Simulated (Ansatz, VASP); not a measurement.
Two plane-wave programs on CsSnI3

```
Cs Sn I
1.0
     6.17908    0.00000    0.00000
     0.00000    6.17908    0.00000
     0.00000    0.00000    6.25909
Cs Sn I
1 1 3
Cartesian
  0.0000 0.0000 0.0000
  3.0895 3.0895 3.1295
  3.0895 3.0895 0.0000
  3.0895 0.0000 3.1295
  0.0000 3.0895 3.1295
```

Change from the starting cell: epitaxial_xy strain -1.0%.

Alike in both runs: task single point; functional PBE; k mesh 4 × 4 × 4; occupations fermi-dirac, width 0.02 eV; no spin polarisation.

```csv
,VASP,Ansatz
version,VASP 6.6.1,Ansatz 0.2.0
potentials or method,"VASP PAW PBE potentials, release 64 (Cs_sv, Sn_d, I)","plane waves, PAW"
plane-wave cutoff (eV),520,420
valence electrons in the cell,44,74
```

|  | VASP | Ansatz | Ansatz less VASP |
| --- | --- | --- | --- |
| pressure (GPa) | 0.8 | 0.8 | 0.00 |
| traceless stress, the component that is largest in VASP (GPa) | -0.32 | -0.32 | -0.001 |

With one functional, cell and mesh, what is left measures potentials, basis and numerics. VASP's potentials hold 44 valence electrons a cell and Ansatz's 74, so a difference there can come from the potentials and not from the codes.

Spin-orbit coupling is off throughout.
